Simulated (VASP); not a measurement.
The system is TiCo.

```
Ti Co
1.0
     2.98611    0.00000    0.00000
     0.00000    2.98611    0.00000
     0.00000    0.00000    2.98611
Ti Co
1 1
Direct
  0.00000 0.00000 0.00000
  0.50000 0.50000 0.50000
```

| Property | Result |
| --- | --- |
| Program | VASP 6.6.1 |
| Task | relaxation of cell and atoms |
| Functional | pbesol exchange, pbe correlation |
| Potentials or basis | VASP PAW PBE potentials, release 64 (Ti_sv, Co) |
| Cutoff | 600 eV |
| k mesh | 7 × 7 × 7 |
| Occupations | gaussian, width 0.1 eV |
| Spin | collinear spin, ferromagnetic start |
| Starting moments | [0.0, 2.5] μB |

At the start: pressure -8.5 GPa; volume 13.31 Å³/atom.

**Question.** Where does the relaxation end?

**Answer.** Over 3 steps the energy falls by 18.3 meV/atom and the volume is 12.66 Å³/atom (-4.9 %); space group Pm-3m (No. 221, to 0.1 Å) before and after; moment 0.78 μB per cell.

Step by step:
| step | energy change (eV) | largest force (eV/Å) | pressure (GPa) | volume (Å³) |
| --- | --- | --- | --- | --- |
| 1 | 0.0000 | 0.0000 | -8.54 | 26.63 |
| 2 | 0.0080 | 0.0000 | 11.33 | 23.98 |
| 3 | -0.0366 | 0.0000 | 0.06 | 25.32 |

Final structure:
```
CELL_PARAMETERS angstrom
2.93655 0.00000 0.00000
0.00000 2.93655 0.00000
0.00000 0.00000 2.93655
ATOMIC_POSITIONS crystal
Ti 0.00000 0.00000 0.00000
Co 0.50000 0.50000 0.50000
```

Caveat: the PAW data sets were made with another functional, which shifts forces and pressure a little.
